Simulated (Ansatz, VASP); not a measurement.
**BaY in VASP and in Ansatz**

```
CELL_PARAMETERS angstrom
4.16881 0.00000 0.00000
0.00000 4.16881 0.00000
0.00000 0.00000 4.38406
ATOMIC_POSITIONS crystal
Ba 0.00000 0.00000 0.00000
Y 0.50000 0.50000 0.50000
```

Change from the starting cell: volume scaled by 0.94.

Alike in both runs: task single point; functional PBE; k mesh 6 × 6 × 6; occupations fermi-dirac, width 0.05 eV; no spin polarisation.

|  | VASP | Ansatz |
| --- | --- | --- |
| version | VASP 6.6.1 | Ansatz 0.2.0 |
| potentials or method | VASP PAW PBE potentials, release 64 (Ba_sv, Y_sv), cutoff 520 eV | all-electron LAPW, scalar-relativistic |

```csv
,VASP,Ansatz,Ansatz less VASP
gap on the k mesh at the Fermi level (eV),none,none,-
pressure (GPa),3.1,2.8,-0.25
"traceless stress, the component that is largest in VASP (GPa)",-0.28,-0.32,-0.046
```

A gap of «none» marks a metal or a gap that the smearing closes. Ansatz ran all-electron here, and VASP with PAW potentials.

Neither program's run includes spin-orbit coupling.
